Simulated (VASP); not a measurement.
# Pb (Im-3m) in VASP: a series of runs

Runs on Pb. Level: PBE. Tasks: single point.

All numbers are computed with VASP 6.6.1; they aren't measurements. Logs are shortened: lines on timing, memory, paths and dates and some standing lists are left out, and cuts for length are marked.

## Step 1: The cell of the first run

It takes space group Im-3m (No. 229, cubic). The conventional cell has a = 4.150 Å, b = 4.150 Å, c = 4.150 Å, α = 90.00°, β = 90.00°, γ = 90.00°. Within 4.7 Å of Pb (site symmetry m-3m) lie 14 Pb at 3.59 to 4.15 Å.

This isn't the form of Pb at room conditions, which is fcc.

## Step 2: Single point, PBE (35.72 Å³/atom)

File INCAR:

```
PREC = Accurate
ENCUT = 520
EDIFF = 1E-6
ISMEAR = -1
SIGMA = 0.1
LREAL = False
LASPH = True
NELM = 80
ALGO = Normal
ISIF = 2
LWAVE = False
LCHARG = True
GGA = PE
LELF = True
LVHAR = True
NBANDS = 13
```

File KPOINTS:

```
Automatic mesh
0
Gamma
  13 13 13
```

File POSCAR:

```
Pb
1.0
   -2.0747541973      2.0747541973      2.0747541973
    2.0747541973     -2.0747541973      2.0747541973
    2.0747541973      2.0747541973     -2.0747541973
Pb
1
Direct
    0.0000000000      0.0000000000      0.0000000000
```

Potentials or basis: VASP PAW PBE potentials, release 64 (Pb_d).

Launch:

```bash
cat potpaw_PBE.64/Pb_d/POTCAR > POTCAR
mpirun -np 1 vasp_std > vasp.out
```

OUTCAR:

```text
PREC = Accurate
   ENCUT = 520
   EDIFF = 1E-6
   ISMEAR = -1
   LREAL = False
   LASPH = True
   NELM = 80
   ISIF = 2
   GGA = PE

 ion  position               nearest neighbor table
   1  0.000  0.000  0.000-

  LATTYP: Found a body centered cubic cell.
 ALAT       =     4.1495083946

  Lattice vectors:

 A1 = (  -2.0747541973,   2.0747541973,   2.0747541973)
 A2 = (   2.0747541973,  -2.0747541973,   2.0747541973)
 A3 = (   2.0747541973,   2.0747541973,  -2.0747541973)

Analysis of symmetry for initial positions (statically):
=====================================================================
 Subroutine PRICEL returns:
 Original cell was already a primitive cell.

 Routine SETGRP: Setting up the symmetry group for a
 body centered cubic supercell.

 Subroutine GETGRP returns: Found 48 space group operations
 (whereof 48 operations were pure point group operations)
 out of a pool of 48 trial point group operations.

The static configuration has the point symmetry O_h .

Analysis of symmetry for dynamics (positions and initial velocities):
=====================================================================
 Subroutine PRICEL returns:
 Original cell was already a primitive cell.

 Routine SETGRP: Setting up the symmetry group for a
 body centered cubic supercell.

 Subroutine GETGRP returns: Found 48 space group operations
 (whereof 48 operations were pure point group operations)
 out of a pool of 48 trial point group operations.

The dynamic configuration has the point symmetry O_h .

 Subroutine INISYM returns: Found 48 space group operations
 (whereof 48 operations are pure point group operations),
 and found     1 'primitive' translations

----------------------------------------------------------------------------------------

                                     Primitive cell

  volume of cell :      35.7240

  direct lattice vectors                    reciprocal lattice vectors
    -2.074754197  2.074754197  2.074754197     0.000000000  0.240992403  0.240992403
     2.074754197 -2.074754197  2.074754197     0.240992403  0.000000000  0.240992403
     2.074754197  2.074754197 -2.074754197     0.240992403  0.240992403  0.000000000

  length of vectors
     3.593579683  3.593579683  3.593579683     0.340814725  0.340814725  0.340814725

  position of ions in fractional coordinates (direct lattice)
     0.000000000  0.000000000  0.000000000

  ion indices of the primitive-cell ions
   primitive index   ion index
                 1           1

----------------------------------------------------------------------------------------

 KPOINTS: Automatic mesh

Automatic generation of k-mesh.
 Grid dimensions read from file:
 generate k-points for:   13   13   13

 Generating k-lattice:

  Cartesian coordinates                     Fractional coordinates (reciprocal lattice)
     0.000000000  0.018537877  0.018537877     0.076923077  0.000000000  0.000000000
     0.018537877  0.000000000  0.018537877     0.000000000  0.076923077  0.000000000
     0.018537877  0.018537877  0.000000000     0.000000000  0.000000000  0.076923077

  Length of vectors
     0.026216517  0.026216517  0.026216517

  Shift w.r.t. Gamma in fractional coordinates (k-lattice)
     0.000000000  0.000000000  0.000000000

 Subroutine IBZKPT returns following result:
 ===========================================

 Found     84 irreducible k-points:

 Following reciprocal coordinates:
            Coordinates               Weight
  0.000000  0.000000  0.000000      1.000000
  0.076923  0.000000  0.000000     12.000000
  0.153846  0.000000  0.000000     12.000000
  0.230769  0.000000  0.000000     12.000000
  0.307692  0.000000  0.000000     12.000000
  0.384615  0.000000  0.000000     12.000000
[... 16 lines left out ...]
  0.153846  0.076923  0.076923     24.000000
  0.230769  0.076923  0.076923     24.000000
 [... further k-points ...]
   k-points           NKPTS =     84   k-points in BZ     NKDIM =     84   number of bands    NBANDS=     13
   number of dos      NEDOS =    301   number of ions     NIONS =      1
   total plane-waves  NPLWV =  21952
   dimension x,y,z NGX =    28 NGY =   28 NGZ =   28
   dimension x,y,z NGXF=    56 NGYF=   56 NGZF=   56
   ions per type =               1
   NGX,Y,Z   is equivalent  to a cutoff of  12.95, 12.95, 12.95 a.u.
   NGXF,Y,Z  is equivalent  to a cutoff of  25.91, 25.91, 25.91 a.u.
 SYSTEM =  unknown system
   PREC   = accura    normal or accurate (medium, high low for compatibility)
   ISTART =      0    job   : 0-new  1-cont  2-samecut
   ICHARG =      2    charge: 1-file 2-atom 10-const
   ISPIN  =      1    spin polarized calculation?
   LNONCOLLINEAR =      F non collinear calculations
   LSORBIT =      F    spin-orbit coupling
   LASPH  =      T    aspherical Exc in radial PAW
   ENCUT  =  520.0 eV  38.22 Ry    6.18 a.u.   6.68  6.68  6.68*2*pi/ulx,y,z
   NELM   =     80;   NELMIN=  2; NELMDL= -5     # of ELM steps
   EDIFF  = 0.1E-05   stopping-criterion for ELM
   LREAL  =      F    real-space projection
   EDIFFG = 0.1E-04   stopping-criterion for IOM
   NSW    =      0    number of steps for IOM
   IBRION =     -1    ionic relax: 0-MD 1-quasi-New 2-CG
   NFREE  =      0    steps in history (QN), initial steepest desc. (CG)
   ISIF   =      2    stress and relaxation
   ISYM   =      2    0-nonsym 1-usesym 2-fastsym
   POTIM  = 0.5000    time-step for ionic-motion
   TEBEG  =    0.0;   TEEND  =   0.0 temperature during run
   PSTRESS=    0.0 pullay stress
   NELECT =      14.0000    total number of electrons
   NUPDOWN=      -1.0000    fix difference up-down
   EMIN   =  10.00;   EMAX   =-10.00  energy-range for DOS
   EFERMI =   0.00;   METHOD = LEGACY
   ISMEAR =    -1;   SIGMA  =   0.10  broadening in eV -4-tet -1-fermi 0-gaus
   EFERMI_NEDOS =   21; number of points for ismear=-14 and -15
   IALGO  =     38    algorithm
   IMIX   =      4    mixing-type and parameters
     AMIX     =   0.40;   BMIX     =  1.00
     AMIX_MAG =   1.60;   BMIX_MAG =  1.00
  volume/ion in A,a.u.               =      35.72       241.08
  Fermi-wavevector in a.u.,A,eV,Ry     =   1.198020  2.263930 19.527799  1.435253
  Thomas-Fermi vector in A             =   2.333920
   LORBIT       =      0    0 simple, 1 ext, 2 COOP (PROOUT), +10 PAW based schemes
   GGA     = PE    functional components
   LHFCALC =     F    Hartree Fock is set to
   AEXX    =    0.0000 exact exchange contribution
   IVDW    =     0    specifies the selected vdW correction
   LEPSILON=     F    determine dielectric tensor
   LRPA    =     F    only Hartree local field effects (RPA)
 non-spin polarized calculation
  energy-cutoff  :      520.00
  volume of cell :       35.72
 maximum number of plane-waves:       972
   NGX = 13   NGY = 13   NGZ = 13

 number of electron      14.0000003 magnetization

 Free energy of the ion-electron system (eV)
  ---------------------------------------------------
  ext. energy  EPLUGINS =         0.00000000
  ---------------------------------------------------
  free energy    TOTEN  =        -3.48995208 eV

  energy without entropy =       -3.46933313  energy(sigma->0) =       -3.47964260

 E-fermi :   5.6041     XC(G=0):  -9.4275

 val. band max:        5.6024716876   @ k =   0.3077   0.2308   0.0000
 cond. band min:       5.6774201007   @ k =  -0.4615   0.4615   0.3846
 fundamental gap:      0.0749484131
 Fermi energy:         5.6041463486

 k-point     1 :       0.0000    0.0000    0.0000
  band No.  band energies     occupation
      1     -11.4558      2.00000
      2     -11.4558      2.00000
      3     -11.4558      2.00000
      4     -11.3067      2.00000
      5     -11.3067      2.00000
      6      -5.1757      2.00000
      7      11.8742      0.00000
      8      11.8742      0.00000
      9      11.8742      0.00000
     10      15.1280      0.00000
     11      16.4081      0.00000
     12      16.4081      0.00000
     13      16.4081      0.00000

 k-point     2 :       0.0769    0.0000    0.0000
  band No.  band energies     occupation
      1     -11.4586      2.00000
      2     -11.4517      2.00000
      3     -11.4425      2.00000
      4     -11.3098      2.00000
      5     -11.3070      2.00000
      6      -5.0753      2.00000
      7      10.7814      0.00000
      8      11.5603      0.00000
      9      11.7714      0.00000
     10      15.3558      0.00000
     11      15.9419      0.00000
     12      16.1009      0.00000
     13      16.2427      0.00000

 k-point     3 :       0.1538    0.0000    0.0000
  band No.  band energies     occupation
      1     -11.4664      2.00000
      2     -11.4417      2.00000
      3     -11.4055      2.00000
      4     -11.3178      2.00000
      5     -11.3081      2.00000
      6      -4.7762      2.00000
      7       8.8307      0.00000
      8      10.8430      0.00000
      9      11.4811      0.00000
     10      14.2996      0.00000
     11      15.2700      0.00000
     12      16.1507      0.00000
     13      17.1955      0.00000

 k-point     4 :       0.2308    0.0000    0.0000
  band No.  band energies     occupation
      1     -11.4773      2.00000
      2     -11.4322      2.00000
      3     -11.3527      2.00000
      4     -11.3254      2.00000
      5     -11.3095      2.00000
      6      -4.2874      2.00000
      7       6.8200      0.00001
      8      10.0458      0.00000
      9      11.0797      0.00000
     10      13.4648      0.00000
     11      14.7042      0.00000
     12      16.3931      0.00000
     13      17.8466      0.00000

 k-point     5 :       0.3077    0.0000    0.0000
  band No.  band energies     occupation
      1     -11.4889      2.00000
      2     -11.4303      2.00000
      3     -11.3265      2.00000
      4     -11.3110      2.00000
      5     -11.2957      2.00000
      6      -3.6374      2.00000
      7       4.9607      1.99679
      8       9.3505      0.00000
      9      10.6798      0.00000
     10      12.8708      0.00000
     11      14.2784      0.00000
     12      16.9310      0.00000
     13      18.3731      0.00000
[... 257 lines left out ...]
 k-point    22 :       0.0769    0.0769    0.0769
  band No.  band energies     occupation
      1     -11.4583      2.00000
      2     -11.4583      2.00000
      3     -11.3768      2.00000
      4     -11.3142      2.00000
      5     -11.3142      2.00000
      6      -4.5792      2.00000
      7       8.0371      0.00000
      8      10.5026      0.00000
      9      10.5026      0.00000
     10      15.3064      0.00000
     11      15.3064      0.00000
     12      16.6586      0.00000
     13      17.0093      0.00000

 k-point    23 :       0.1538    0.0769    0.0769
  band No.  band energies     occupation
      1     -11.4690      2.00000
      2     -11.4471      2.00000
      3     -11.3337      2.00000
      4     -11.3207      2.00000
      5     -11.3130      2.00000
      6      -4.0981      2.00000
      7       6.4918      0.00028
      8       9.2630      0.00000
      9       9.9397      0.00000
     10      15.0545      0.00000
     11      15.5783      0.00000
     12      17.0936      0.00000
     13      17.5399      0.00000

 k-point    24 :       0.2308    0.0769    0.0769
  band No.  band energies     occupation
      1     -11.4796      2.00000
      2     -11.4351      2.00000
      3     -11.3248      2.00000
      4     -11.3125      2.00000
      5     -11.2913      2.00000
      6      -3.4646      2.00000
      7       4.9263      1.99773
      8       8.2892      0.00000
      9       9.4542      0.00000
     10      14.5907      0.00000
     11      15.6474      0.00000
     12      17.3281      0.00000
     13      18.4134      0.00000

 [... further k-points ...]

------------------------ aborting loop because EDIFF is reached ----------------------------------------

  FORCE on cell =-STRESS in cart. coord.  units (eV):
  Direction    XX          YY          ZZ          XY          YZ          ZX
  --------------------------------------------------------------------------------------
  -------------------------------------------------------------------------------------
  Total       -0.7651776     -0.7651776     -0.7651776     -0.0000000     -0.0000000     -0.0000000
  in kB      -34.3172804    -34.3172804    -34.3172804     -0.0000000     -0.0000000     -0.0000000
  external PRESSURE =     -34.3172804 kB  Pullay stress =       0.0000000 kB

 VOLUME and BASIS-vectors are now :
 -----------------------------------------------------------------------------
  energy-cutoff  :      520.00
  volume of cell :       35.72
      direct lattice vectors                 reciprocal lattice vectors
    -2.074754197  2.074754197  2.074754197     0.000000000  0.240992403  0.240992403
     2.074754197 -2.074754197  2.074754197     0.240992403  0.000000000  0.240992403
     2.074754197  2.074754197 -2.074754197     0.240992403  0.240992403  0.000000000

 POSITION                                       TOTAL-FORCE (eV/Angst)
 -----------------------------------------------------------------------------------
      0.00000      0.00000      0.00000        -0.000000     -0.000000     -0.000000
 -----------------------------------------------------------------------------------
    total drift:                               -0.000000     -0.000000     -0.000000

  FREE ENERGIE OF THE ION-ELECTRON SYSTEM (eV)
  ---------------------------------------------------
  free  energy   TOTEN  =        -3.4899520780 eV

  energy  without entropy=       -3.4693331260  energy(sigma->0) =       -3.47964260
```

It took 47 s on 1 thread of Intel Xeon 8259CL, shared host; peak memory 0.18 GiB.

Results:

```
Free energy            : -3.4900 eV
Pressure               : -3.4 GPa
Band gap on the k mesh : zero (bands 7 and 8 overlap by 7.83 eV)
```

Levels at points of the mesh, in eV from the Fermi level:
```csv
k point,band 5,band 6,band 7,band 8,band 9,band 10
"(0.00, 0.00, 0.00)",-16.91,-10.78,6.27,6.27,6.27,9.52
```

Caveat: the cell stands under tension; spin-orbit coupling is left out, which moves the levels of the heavy elements.

## Step 3: Single point, PBE

This run uses another cell than the first one, of 31.90 Å³/atom.

File INCAR:

```
SYSTEM = Pb
PREC     = Accurate       ! precision mode
ENCUT    = 520            ! plane-wave cutoff, eV
EDIFF    = 1E-6           ! SCF threshold, eV
ISMEAR   = -1             ! smearing method
SIGMA    = 0.1            ! smearing width, eV
LREAL    = .False.        ! projectors in reciprocal space
LASPH    = .True.         ! aspherical terms in the spheres
NELM     = 80             ! most SCF steps
ALGO     = Normal         ! electronic algorithm
ISIF     = 2              ! what is computed and relaxed
LWAVE    = .False.        ! write WAVECAR
LCHARG   = .False.        ! write CHGCAR
GGA      = PE             ! functional
NBANDS   = 13             ! bands
```

File KPOINTS:

```
regular mesh
0
Gamma
  18 18 18
  0 0 0
```

File POSCAR:

```
Pb
1.0
   -1.9978397246      1.9978397246      1.9978397246
    1.9978397246     -1.9978397246      1.9978397246
    1.9978397246      1.9978397246     -1.9978397246
Pb
1
Direct
    0.0000000000      0.0000000000      0.0000000000
```

Potentials or basis: VASP PAW PBE potentials, release 64 (Pb_d).

Launch:

```bash
cat potpaw_PBE.64/Pb_d/POTCAR > POTCAR
mpirun -np 1 vasp_std > vasp.out
```

It took 1.7 min on 1 thread of Intel Xeon 8259CL, shared host; peak memory 0.21 GiB.

It converged, with:

```yaml
Free_energy: -3.5317 eV
Pressure: 0.0 GPa
Band_gap_on_the_k_mesh: zero (bands 7 and 8 overlap by 9.13 eV)
```

Levels at points of the mesh, in eV from the Fermi level:
| k point | band 4 | band 5 | band 6 | band 7 | band 8 | band 9 | band 10 | band 11 |
| --- | --- | --- | --- | --- | --- | --- | --- | --- |
| (0.00, 0.00, 0.00) | -16.88 | -16.88 | -11.42 | 7.21 | 7.21 | 7.21 | 11.04 | 11.04 |
| (0.50, 0.00, 0.00) | -16.88 | -16.75 | -7.85 | -3.81 | 3.32 | 5.00 | 7.29 | 8.74 |
| (0.50, 0.50, 0.50) | -16.78 | -16.78 | -5.37 | -0.31 | -0.31 | -0.31 | 4.53 | 4.53 |

Caveat: spin-orbit coupling is left out, which moves the levels of the heavy elements.

## Step 4: Single point, PBE, non-collinear spin, zero start, spin-orbit coupling

This run uses another cell than the first one, of 31.90 Å³/atom.

File INCAR:

```
SYSTEM = Pb
PREC = Accurate
ENCUT = 520
EDIFF = 1E-6
ISMEAR = -1
SIGMA = 0.1
LREAL = .FALSE.
LASPH = .TRUE.
NELM = 150
ALGO = Normal
ISIF = 2
LWAVE = .FALSE.
LCHARG = .FALSE.
MAGMOM = 0 0 0
LORBIT = 11
LSORBIT = .TRUE.
GGA_COMPAT = .FALSE.
LORBMOM = .TRUE.
GGA = PE
NBANDS = 25
```

File KPOINTS:

```
regular mesh
0
G
  11 11 11
  0 0 0
```

POSCAR is that of step 3.

Launch:

```bash
cat potpaw_PBE.64/Pb_d/POTCAR > POTCAR
mpirun -np 1 vasp_ncl > vasp.out
```

Wall time 2.7 min (1 thread of Intel Xeon 8259CL, shared host); peak memory 0.28 GiB.

Results (log left out):

- Free energy: -4.0885 eV
- Pressure: 0.3 GPa
- Net moment: 0.00 μB per cell
- Valence electrons inside the program's atomic spheres: Pb 11.95

Moments on the atoms (μB; x, y, z):
```
Pb  0.00 0.00 0.00
```

## Step 5: Summary

| spin | cell | k mesh | gap on the mesh (eV) | pressure (GPa) |
| --- | --- | --- | --- | --- |
| off | a = 3.594 Å, angles 109.5°, 1 atom | 13 × 13 × 13 | none | -3.4 |
| off | a = 3.460 Å, angles 109.5°, 1 atom | 18 × 18 × 18 | none | 0.0 |
| non-collinear, zero start, SOC | a = 3.460 Å, angles 109.5°, 1 atom | 11 × 11 × 11 | - | 0.3 |

Alike in all rows: task single point; level PBE; potentials or basis VASP PAW PBE potentials, release 64 (Pb_d); cutoff (eV) 520; smearing fermi-dirac 0.1 eV.

Caveats: spin-orbit coupling is left out, which moves the levels of the heavy elements (at least some runs); the cell stands under tension (at least some runs).

Absolute energies hang on the potentials; compare differences alone.
